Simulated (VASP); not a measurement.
# Sn (I4_1/amd) in VASP: settings compared

Aim: see how the results for Sn move with the level of theory and the settings. Levels: PBEsol, PBE, revPBE, RPBE, BLYP. Tasks: single point.

Program: VASP 6.6.1. These are calculated values, not measurements. Logs are shortened: lines on timing, memory, paths and dates and some standing lists are left out, and cuts for length are marked.

## (1) The cell of the first run

It takes space group I4_1/amd (No. 141, tetragonal). Conventional cell: a = 5.837 Å, b = 5.837 Å, c = 3.157 Å, α = 90.00°, β = 90.00°, γ = 90.00°. Within 4.0 Å of Sn (site symmetry -4m2) lie 10 Sn at 3.02 to 3.76 Å.

## (2) Single point, PBEsol

INCAR reads:

```
SYSTEM = Sn
PREC = Accurate ; ENCUT = 520
EDIFF = 1E-6 ; ISMEAR = -1
SIGMA = 0.05 ; LREAL = .False.
LASPH = .True. ; NELM = 100
ALGO = Fast ; ISIF = 2
LWAVE = .False. ; LCHARG = .False.
GGA = PS ; NBANDS = 21
```

KPOINTS reads:

```
Automatic mesh
0
Gamma
  9 9 9
  0 0 0
```

POSCAR reads:

```
Sn
1.0
   -2.9185566258      2.9185566258      1.5783754091
    2.9185566258     -2.9185566258      1.5783754091
    2.9185566258      2.9185566258     -1.5783754091
Sn
2
Direct
    0.0000000000      0.0000000000      0.0000000000
    0.7500000000      0.2500000000      0.5000000000
```

Potentials or basis: VASP PAW PBE potentials, release 64 (Sn_d).

Started as:

```sh
> cat potpaw_PBE.64/Sn_d/POTCAR > POTCAR
> mpirun -np 1 vasp_std > vasp.out
```

OUTCAR:

```text
SYSTEM = Sn
   PREC = Accurate
   ENCUT = 520
   EDIFF = 1E-6
   ISMEAR = -1
   LREAL = .False.
   LASPH = .True.
   NELM = 100
   ISIF = 2
   GGA = PS

 ion  position               nearest neighbor table
   1  0.000  0.000  0.000-   2 3.02   2 3.02   2 3.02   2 3.02   2 3.76   2 3.76   2 3.76   2 3.76

   2  0.750  0.250  0.500-   1 3.02   1 3.02   1 3.02   1 3.02   1 3.76   1 3.76   1 3.76   1 3.76

  LATTYP: Found a body centered tetragonal cell.
 ALAT       =     5.8371132516
 C/A-ratio  =     0.5408068479

  Lattice vectors:

 A1 = (  -2.9185566258,   2.9185566258,   1.5783754091)
 A2 = (   2.9185566258,  -2.9185566258,   1.5783754091)
 A3 = (   2.9185566258,   2.9185566258,  -1.5783754091)

Analysis of symmetry for initial positions (statically):
=====================================================================
 Subroutine PRICEL returns:
 Original cell was already a primitive cell.

 Routine SETGRP: Setting up the symmetry group for a
 body centered tetragonal supercell.

 Subroutine GETGRP returns: Found 16 space group operations
 (whereof  8 operations were pure point group operations)
 out of a pool of 16 trial point group operations.

The static configuration has the point symmetry D_2d.
 The point group associated with its full space group is D_4h.

Analysis of symmetry for dynamics (positions and initial velocities):
=====================================================================
 Subroutine PRICEL returns:
 Original cell was already a primitive cell.

 Routine SETGRP: Setting up the symmetry group for a
 body centered tetragonal supercell.

 Subroutine GETGRP returns: Found 16 space group operations
 (whereof  8 operations were pure point group operations)
 out of a pool of 16 trial point group operations.

The dynamic configuration has the point symmetry D_2d.
 The point group associated with its full space group is D_4h.

 Subroutine INISYM returns: Found 16 space group operations
 (whereof  8 operations are pure point group operations),
 and found     1 'primitive' translations

----------------------------------------------------------------------------------------

                                     Primitive cell

  volume of cell :      53.7782

  direct lattice vectors                    reciprocal lattice vectors
    -2.918556626  2.918556626  1.578375409     0.000000000  0.171317560  0.316781418
     2.918556626 -2.918556626  1.578375409     0.171317560  0.000000000  0.316781418
     2.918556626  2.918556626 -1.578375409     0.171317560  0.171317560  0.000000000

  length of vectors
     4.418960793  4.418960793  4.418960793     0.360139102  0.360139102  0.242279617

  position of ions in fractional coordinates (direct lattice)
     0.000000000  0.000000000  0.000000000
     0.750000000  0.250000000  0.500000000

  ion indices of the primitive-cell ions
   primitive index   ion index
                 1           1
                 2           2

----------------------------------------------------------------------------------------

 KPOINTS: Automatic mesh

Automatic generation of k-mesh.
 Grid dimensions read from file:
 generate k-points for:    9    9    9

 Generating k-lattice:

  Cartesian coordinates                     Fractional coordinates (reciprocal lattice)
     0.000000000  0.019035284  0.035197935     0.111111111  0.000000000 -0.000000000
     0.019035284  0.000000000  0.035197935     0.000000000  0.111111111 -0.000000000
     0.019035284  0.019035284  0.000000000     0.000000000  0.000000000  0.111111111

  Length of vectors
     0.040015456  0.040015456  0.026919957

  Shift w.r.t. Gamma in fractional coordinates (k-lattice)
     0.000000000  0.000000000  0.000000000

 Subroutine IBZKPT returns following result:
 ===========================================

 Found     75 irreducible k-points:

 Following reciprocal coordinates:
            Coordinates               Weight
  0.000000  0.000000  0.000000      1.000000
  0.111111  0.000000  0.000000      8.000000
  0.222222 -0.000000  0.000000      8.000000
  0.333333 -0.000000  0.000000      8.000000
  0.444444 -0.000000  0.000000      8.000000
  0.111111  0.111111  0.000000      8.000000
[... 16 lines left out ...]
 -0.333333  0.333333  0.000000      4.000000
  0.444444  0.444444  0.000000      8.000000
 [... further k-points ...]
   k-points           NKPTS =     75   k-points in BZ     NKDIM =     75   number of bands    NBANDS=     21
   number of dos      NEDOS =    301   number of ions     NIONS =      2
   total plane-waves  NPLWV =  46656
   dimension x,y,z NGX =    36 NGY =   36 NGZ =   36
   dimension x,y,z NGXF=    72 NGYF=   72 NGZF=   72
   ions per type =               2
   NGX,Y,Z   is equivalent  to a cutoff of  13.54, 13.54, 13.54 a.u.
   NGXF,Y,Z  is equivalent  to a cutoff of  27.09, 27.09, 27.09 a.u.
 SYSTEM =  Sn
   PREC   = accura    normal or accurate (medium, high low for compatibility)
   ISTART =      0    job   : 0-new  1-cont  2-samecut
   ICHARG =      2    charge: 1-file 2-atom 10-const
   ISPIN  =      1    spin polarized calculation?
   LNONCOLLINEAR =      F non collinear calculations
   LSORBIT =      F    spin-orbit coupling
   LASPH  =      T    aspherical Exc in radial PAW
   ENCUT  =  520.0 eV  38.22 Ry    6.18 a.u.   8.22  8.22  8.22*2*pi/ulx,y,z
   NELM   =    100;   NELMIN=  2; NELMDL= -5     # of ELM steps
   EDIFF  = 0.1E-05   stopping-criterion for ELM
   LREAL  =      F    real-space projection
[... 7 lines left out ...]
   TEBEG  =    0.0;   TEEND  =   0.0 temperature during run
   PSTRESS=    0.0 pullay stress
   NELECT =      28.0000    total number of electrons
   NUPDOWN=      -1.0000    fix difference up-down
   EMIN   =  10.00;   EMAX   =-10.00  energy-range for DOS
   EFERMI =   0.00;   METHOD = LEGACY
   ISMEAR =    -1;   SIGMA  =   0.05  broadening in eV -4-tet -1-fermi 0-gaus
   EFERMI_NEDOS =   21; number of points for ismear=-14 and -15
   IALGO  =     68    algorithm
   IMIX   =      4    mixing-type and parameters
     AMIX     =   0.40;   BMIX     =  1.00
     AMIX_MAG =   1.60;   BMIX_MAG =  1.00
  volume/ion in A,a.u.               =      26.89       181.46
  Fermi-wavevector in a.u.,A,eV,Ry     =   1.317019  2.488805 23.599831  1.734539
  Thomas-Fermi vector in A             =   2.447090
   LORBIT       =      0    0 simple, 1 ext, 2 COOP (PROOUT), +10 PAW based schemes
   GGA     = PS    functional components
   LHFCALC =     F    Hartree Fock is set to
   AEXX    =    0.0000 exact exchange contribution
   IVDW    =     0    specifies the selected vdW correction
   LEPSILON=     F    determine dielectric tensor
   LRPA    =     F    only Hartree local field effects (RPA)
 non-spin polarized calculation
 RMM-DIIS sequential band-by-band and
  energy-cutoff  :      520.00
  volume of cell :       53.78
 maximum number of plane-waves:      1466
 NGX is ok and might be reduce to    36
   NGX = 17   NGY = 17   NGZ = 17

 number of electron      28.0000003 magnetization

 Free energy of the ion-electron system (eV)
  ---------------------------------------------------
  ext. energy  EPLUGINS =         0.00000000
  ---------------------------------------------------
  free energy    TOTEN  =        -8.51651358 eV

  energy without entropy =       -8.50863579  energy(sigma->0) =       -8.51257469

 E-fermi :   7.9388     XC(G=0): -10.4948

 val. band max:        7.9071016735   @ k =   0.4444   0.3333   0.0000
 cond. band min:       7.9395800871   @ k =  -0.2222   0.4444   0.2222
 fundamental gap:      0.0324784137
 Fermi energy:         7.9387999557

 k-point     1 :       0.0000    0.0000    0.0000
  band No.  band energies     occupation
      1     -13.6328      2.00000
      2     -13.5543      2.00000
      3     -13.5040      2.00000
      4     -13.4989      2.00000
      5     -13.3339      2.00000
      6     -13.3339      2.00000
[... 13 lines left out ...]
     20      17.7678      0.00000
     21      18.4566      0.00000

 k-point     2 :       0.1111    0.0000    0.0000
  band No.  band energies     occupation
      1     -13.6248      2.00000
      2     -13.5279      2.00000
      3     -13.4948      2.00000
      4     -13.4683      2.00000
      5     -13.3519      2.00000
      6     -13.3480      2.00000
[... 13 lines left out ...]
     20      16.9220      0.00000
     21      16.9775      0.00000

 k-point     3 :       0.2222   -0.0000    0.0000
  band No.  band energies     occupation
      1     -13.6021      2.00000
      2     -13.4717      2.00000
      3     -13.4709      2.00000
      4     -13.4186      2.00000
      5     -13.3866      2.00000
      6     -13.3489      2.00000
[... 13 lines left out ...]
     20      15.4203      0.00000
     21      16.3857      0.00000

 k-point     4 :       0.3333   -0.0000    0.0000
  band No.  band energies     occupation
      1     -13.5764      2.00000
      2     -13.4554      2.00000
      3     -13.4446      2.00000
      4     -13.4327      2.00000
      5     -13.4085      2.00000
      6     -13.3698      2.00000
[... 13 lines left out ...]
     20      14.5831      0.00000
     21      17.3820      0.00000

 k-point     5 :       0.4444   -0.0000    0.0000
  band No.  band energies     occupation
      1     -13.5585      2.00000
      2     -13.4765      2.00000
      3     -13.4663      2.00000
      4     -13.4270      2.00000
      5     -13.3958      2.00000
      6     -13.3866      2.00000
[... 13 lines left out ...]
     20      16.7118      0.00000
     21      18.2156      0.00000
[... 382 lines left out ...]
     20      18.1726      0.00000
     21      18.9239      0.00000

 k-point    22 :      -0.4444    0.3333    0.0000
  band No.  band energies     occupation
      1     -13.5393      2.00000
      2     -13.5200      2.00000
      3     -13.5168      2.00000
      4     -13.4144      2.00000
      5     -13.4073      2.00000
      6     -13.3305      2.00000
[... 13 lines left out ...]
     20      19.0258      0.00000
     21      19.9687      0.00000

 k-point    23 :      -0.3333    0.3333    0.0000
  band No.  band energies     occupation
      1     -13.5612      2.00000
      2     -13.5448      2.00000
      3     -13.5367      2.00000
      4     -13.4325      2.00000
      5     -13.3856      2.00000
      6     -13.3183      2.00000
[... 13 lines left out ...]
     20      17.8311      0.00000
     21      17.9224      0.00000

 k-point    24 :       0.4444    0.4444    0.0000
  band No.  band energies     occupation
      1     -13.5329      2.00000
      2     -13.5319      2.00000
      3     -13.4653      2.00000
      4     -13.4631      2.00000
      5     -13.3681      2.00000
      6     -13.3609      2.00000
[... 13 lines left out ...]
     20      18.7435      0.00000
     21      19.3594      0.00000

 [... further k-points ...]
[... 5 lines left out ...]
  --------------------------------------------------------------------------------------
  -------------------------------------------------------------------------------------
  Total       -0.0055918     -0.0055918     -0.0228920      0.0000000      0.0000000      0.0000000
  in kB       -0.1665914     -0.1665914     -0.6820047      0.0000000      0.0000000      0.0000000
  external PRESSURE =      -0.3383958 kB  Pullay stress =       0.0000000 kB

 VOLUME and BASIS-vectors are now :
 -----------------------------------------------------------------------------
  energy-cutoff  :      520.00
  volume of cell :       53.78
      direct lattice vectors                 reciprocal lattice vectors
    -2.918556626  2.918556626  1.578375409     0.000000000  0.171317560  0.316781418
     2.918556626 -2.918556626  1.578375409     0.171317560  0.000000000  0.316781418
     2.918556626  2.918556626 -1.578375409     0.171317560  0.171317560  0.000000000

 POSITION                                       TOTAL-FORCE (eV/Angst)
 -----------------------------------------------------------------------------------
      0.00000      0.00000      0.00000        -0.000000      0.000000     -0.000000
      0.00000      2.91856      0.78919         0.000000     -0.000000      0.000000
 -----------------------------------------------------------------------------------
    total drift:                               -0.000000      0.000000     -0.000000

  FREE ENERGIE OF THE ION-ELECTRON SYSTEM (eV)
  ---------------------------------------------------
  free  energy   TOTEN  =        -8.5165135792 eV

  energy  without entropy=       -8.5086357924  energy(sigma->0) =       -8.51257469
```

Run time: 76 s. Hardware: 1 thread of AMD EPYC 9R45 (Zen 5), shared host; peak memory 0.21 GiB.

What came out:

```
Free energy            : -8.5165 eV
Pressure               : 0.0 GPa
Band gap on the k mesh : zero (band 14 reaches 9.15 eV, above the bottom of band 15 at 5.09 eV)
```

Caveat: the PAW data sets were made with another functional, which shifts forces and pressure a little; spin-orbit coupling is left out, which moves the levels of the heavy elements.

## (3) Single point, PBE

This run uses another cell than the first one, of 28.43 Å³/atom, 1.057 times its volume.

INCAR reads:

```
PREC = Accurate ; ENCUT = 520
EDIFF = 1E-6 ; ISMEAR = -1
SIGMA = 0.05 ; LREAL = False
LASPH = True ; NELM = 100
ALGO = Normal ; ISIF = 2
LWAVE = False ; LCHARG = False
GGA = PE ; NBANDS = 21
```

KPOINTS reads:

```
Automatic mesh
0
Gamma
  9 9 9
```

POSCAR reads:

```
Sn
1.0
   -2.9717791852      2.9717791852      1.6096940715
    2.9717791852     -2.9717791852      1.6096940715
    2.9717791852      2.9717791852     -1.6096940715
Sn
2
Direct
    0.0000000000      0.0000000000      0.0000000000
    0.7500000000      0.2500000000      0.5000000000
```

Potentials or basis: VASP PAW PBE potentials, release 64 (Sn_d).

Started as:

```sh
> cat potpaw_PBE.64/Sn_d/POTCAR > POTCAR
> mpirun -np 1 vasp_std > vasp.out
```

It took 54 s on 1 thread of AMD EPYC 9R45 (Zen 5), shared host; peak memory 0.2 GiB.

Results (log left out):

| Quantity | Value |
| --- | --- |
| Free energy | -7.6081 eV |
| Pressure | -0.1 GPa |
| Band gap on the k mesh | zero (band 14 reaches 8.60 eV, above the bottom of band 15 at 4.79 eV) |

Levels at points of the mesh, in eV from the Fermi level:
```tsv
k point	band 12	band 13	band 14	band 15	band 16	band 17
(0.00, 0.00, 0.00)	-3.83	-1.88	-1.88	3.02	5.94	5.94
```

Caveat: spin-orbit coupling is left out, which moves the levels of the heavy elements.

## (4) Single point, revPBE

This run uses another cell than the first one, of 29.04 Å³/atom, 1.080 times its volume.

INCAR reads:

```
SYSTEM = Sn
PREC = Accurate
ENCUT = 520
EDIFF = 1E-6
ISMEAR = -1
SIGMA = 0.05
LREAL = .FALSE.
LASPH = .TRUE.
NELM = 60
ALGO = Normal
ISIF = 2
LWAVE = .FALSE.
LCHARG = .TRUE.
GGA = RE
LELF = .TRUE.
LVHAR = .TRUE.
NBANDS = 21
```

KPOINTS reads:

```
regular mesh
0
G
  9 9 9
  0 0 0
```

POSCAR reads:

```
Sn
1.0
   -2.9921859178      2.9921859178      1.6216193575
    2.9921859178     -2.9921859178      1.6216193575
    2.9921859178      2.9921859178     -1.6216193575
Sn
2
Direct
    0.0000000000      0.0000000000      0.0000000000
    0.7500000000      0.2500000000      0.5000000000
```

Started as:

```sh
> cat potpaw_PBE.64/Sn_d/POTCAR > POTCAR
> mpirun -np 1 vasp_std > vasp.out
```

It took 57 s on 1 thread of AMD EPYC 9R45 (Zen 5), shared host; peak memory 0.21 GiB.

Results (log left out):

* Free energy: -6.9894 eV
* Pressure: 0.0 GPa
* Band gap on the k mesh: zero (band 14 reaches 8.43 eV, above the bottom of band 15 at 4.70 eV)

Levels at points of the mesh, in eV from the Fermi level:
| k point | band 10 | band 11 | band 12 | band 13 | band 14 | band 15 | band 16 | band 17 | band 18 | band 19 |
| --- | --- | --- | --- | --- | --- | --- | --- | --- | --- | --- |
| (0.00, 0.00, 0.00) | -21.23 | -10.65 | -3.85 | -1.83 | -1.83 | 3.03 | 5.86 | 5.86 | 6.48 | 6.59 |

Caveat: the PAW data sets were made with another functional, which shifts forces and pressure a little; spin-orbit coupling is left out, which moves the levels of the heavy elements.

## (5) Single point, RPBE

This run uses another cell than the first one, of 29.29 Å³/atom, 1.089 times its volume.

INCAR reads:

```
SYSTEM = Sn
PREC = Accurate
ENCUT = 520
EDIFF = 1E-6
ISMEAR = -1
SIGMA = 0.05
LREAL = .FALSE.
LASPH = .TRUE.
NELM = 80
ALGO = Normal
ISIF = 2
LWAVE = .FALSE.
LCHARG = .FALSE.
GGA = RP
NBANDS = 21
```

KPOINTS is that of step 4.

POSCAR reads:

```
Sn
1.0
   -3.0005033628      3.0005033628      1.6265816321
    3.0005033628     -3.0005033628      1.6265816321
    3.0005033628      3.0005033628     -1.6265816321
Sn
2
Direct
    0.0000000000      0.0000000000      0.0000000000
    0.7500000000      0.2500000000      0.5000000000
```

Started as:

```sh
> cat potpaw_PBE.64/Sn_d/POTCAR > POTCAR
> mpirun -np 1 vasp_std > vasp.out
```

Run time: 51 s. Hardware: 1 thread of AMD EPYC 9R45 (Zen 5), shared host; peak memory 0.21 GiB.

Results (log left out):

```yaml
Free_energy: -6.8700 eV
Pressure: 0.0 GPa
Band_gap_on_the_k_mesh: zero (band 14 reaches 8.36 eV, above the bottom of band 15 at 4.66 eV)
```

Levels at points of the mesh, in eV from the Fermi level:
| k point | band 12 | band 13 | band 14 | band 15 | band 16 | band 17 |
| --- | --- | --- | --- | --- | --- | --- |
| (0.00, 0.00, 0.00) | -3.86 | -1.81 | -1.81 | 3.03 | 5.83 | 5.83 |

Caveat: the PAW data sets were made with another functional, which shifts forces and pressure a little; spin-orbit coupling is left out, which moves the levels of the heavy elements.

## (6) Single point, BLYP

This run uses another cell than the first one, of 31.19 Å³/atom, 1.160 times its volume.

INCAR reads:

```
SYSTEM = Sn
  AGGAC = 1.0
  AGGAX = 1.0
  ALDAC = 0.0
  ALDAX = 1.0
  ALGO = Normal
  EDIFF = 1E-6
  ENCUT = 520
  GGA = B5
  ISIF = 2
  ISMEAR = -1
  LASPH = .TRUE.
  LCHARG = .TRUE.
  LELF = .TRUE.
  LREAL = .FALSE.
  LVHAR = .TRUE.
  LWAVE = .FALSE.
  NBANDS = 21
  NELM = 80
  PREC = Accurate
  SIGMA = 0.05
```

KPOINTS reads:

```
k-points
0
G
  9 9 9
  0 0 0
```

POSCAR reads:

```
Sn
1.0
   -3.0662347645      3.0662347645      1.6585777917
    3.0662347645     -3.0662347645      1.6585777917
    3.0662347645      3.0662347645     -1.6585777917
Sn
2
Direct
    0.0000000000      0.0000000000      0.0000000000
    0.7500000000      0.2500000000      0.5000000000
```

Potentials or basis: VASP PAW PBE potentials, release 64 (Sn_d).

Started as:

```sh
> cat potpaw_PBE.64/Sn_d/POTCAR > POTCAR
> mpirun -np 1 vasp_std > vasp.out
```

Wall time 71 s (1 thread of AMD EPYC 9R45 (Zen 5), shared host); peak memory 0.21 GiB.

It converged, with:

```yaml
Free_energy: -6.0485 eV
Pressure: -0.1 GPa
Band_gap_on_the_k_mesh: zero (band 14 reaches 7.94 eV, above the bottom of band 15 at 4.62 eV)
```

Levels at points of the mesh, in eV from the Fermi level:
```csv
k point,band 10,band 11,band 12,band 13,band 14,band 15,band 16,band 17,band 18,band 19
"(0.00, 0.00, 0.00)",-21.13,-10.19,-4.27,-1.65,-1.65,3.56,5.36,5.36,5.88,5.95
```

Caveat: the PAW data sets were made with another functional, which shifts forces and pressure a little; spin-orbit coupling is left out, which moves the levels of the heavy elements.

## (7) The runs side by side

```csv
level,cell,gap on the mesh (eV),pressure (GPa)
PBEsol,"a = 4.419 Å, angles 97.3, 97.3, 138.1°, 2 atoms",none,0.0
PBE,"a = 4.500 Å, angles 97.4, 97.4, 138.1°, 2 atoms",none,-0.1
revPBE,"a = 4.532 Å, angles 97.4, 97.4, 138.1°, 2 atoms",none,0.0
RPBE,"a = 4.544 Å, angles 97.4, 97.4, 138.1°, 2 atoms",none,0.0
BLYP,"a = 4.643 Å, angles 97.3, 97.3, 138.1°, 2 atoms",none,-0.1
```

Alike in all rows: task single point; potentials or basis VASP PAW PBE potentials, release 64 (Sn_d); no spin polarisation; k mesh 9 × 9 × 9; cutoff (eV) 520; smearing fermi-dirac 0.05 eV.

Caveats: spin-orbit coupling is left out, which moves the levels of the heavy elements; the PAW data sets were made with another functional, which shifts forces and pressure a little (some runs).

Absolute energies hang on the potentials; compare differences alone.
